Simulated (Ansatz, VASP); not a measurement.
## One calculation of Al6H, two programs

File INCAR:

```
SYSTEM = Al6H
PREC = Accurate
ENCUT = 520
EDIFF = 1E-7
ISMEAR = 0
SIGMA = 0.1
LREAL = .FALSE.
LASPH = .TRUE.
NELM = 80
ALGO = Normal
ISIF = 2
LWAVE = .FALSE.
LCHARG = .FALSE.
LDIPOL = .TRUE.
IDIPOL = 3
DIPOL = 0.5 0.5 0.306
GGA = PE
NBANDS = 32
```

KPOINTS

```
regular mesh
0
G
  6 6 1
  0 0 0
```

The input POSCAR:

```
Al6H
1.0
    5.7143028096      0.0000000000      0.0000000000
   -2.8571514048      4.9487313980      0.0000000000
    0.0000000000      0.0000000000     22.6016424636
Al H
12 2
Direct
    0.3333333333      0.1666666667      0.1769782885
    0.3333333333      0.6666666667      0.1769782885
    0.8333333333      0.1666666667      0.1769782885
    0.8333333333      0.6666666667      0.1769782885
    0.1666666667      0.3333333333      0.2787817904
    0.1666666667      0.8333333333      0.2787817904
    0.6666666667      0.3333333333      0.2787817904
    0.6666666667      0.8333333333      0.2787817904
    0.0000000000      0.0000000000      0.3805759903
    0.0000000000      0.5000000000      0.3805759903
    0.5000000000      0.0000000000      0.3805759903
    0.5000000000      0.5000000000      0.3805759903
    0.2121115019      0.4242230039      0.4712773632
    0.2878884981      0.5757769961      0.4712773632
```

Input for Ansatz:

```yaml
crystal:
  lattice:
    - [5.7143028096, 0.0, 0.0]
    - [-2.8571514048, 4.948731398, 0.0]
    - [0.0, 0.0, 22.6016424636]
  atoms:
    - { symbol: Al, position: [0.3333333333, 0.1666666667, 0.1769782885] }
    - { symbol: Al, position: [0.3333333333, 0.6666666667, 0.1769782885] }
    - { symbol: Al, position: [0.8333333333, 0.1666666667, 0.1769782885] }
    - { symbol: Al, position: [0.8333333333, 0.6666666667, 0.1769782885] }
    - { symbol: Al, position: [0.1666666667, 0.3333333333, 0.2787817904] }
    - { symbol: Al, position: [0.1666666667, 0.8333333333, 0.2787817904] }
    - { symbol: Al, position: [0.6666666667, 0.3333333333, 0.2787817904] }
    - { symbol: Al, position: [0.6666666667, 0.8333333333, 0.2787817904] }
    - { symbol: Al, position: [0.0, 0.0, 0.3805759903] }
    - { symbol: Al, position: [0.0, 0.5, 0.3805759903] }
    - { symbol: Al, position: [0.5, 0.0, 0.3805759903] }
    - { symbol: Al, position: [0.5, 0.5, 0.3805759903] }
    - { symbol: H, position: [0.2121115019, 0.4242230039, 0.4712773632] }
    - { symbol: H, position: [0.2878884981, 0.5757769961, 0.4712773632] }
basis:
  ecutwfc: 420
kpoints:
  mp_grid: { grid: [6, 6, 1] }
hamiltonian:
  xc: pbe
scf:
  occupations: { method: gaussian, width: 0.1 }
output:
  forces: true
  eigenvalues: true
efield:
  axis: 3
  dipole_correction: true
  ramp_width: 0.04
```

Alike in both runs: task single point; functional PBE; k mesh 6 × 6 × 1; occupations gaussian, width 0.1 eV; no spin polarisation.

```csv
,VASP,Ansatz
version,VASP 6.6.1,Ansatz 0.2.0
potentials or method,"VASP PAW PBE potentials, release 64 (Al, H), cutoff 520 eV","scalar-relativistic, plane waves, PAW"
valence electrons in the cell,38,38
```

|  | VASP | Ansatz | Ansatz less VASP |
| --- | --- | --- | --- |
| gap on the k mesh at the Fermi level (eV) | none | none | - |
| rms of the force components (eV/Å) | 0.166 | 0.168 | +0.0013 |

Atom by atom the forces differ by 0.002 eV/Å (rms over components). A gap of «none» marks a metal or a gap that the smearing closes.
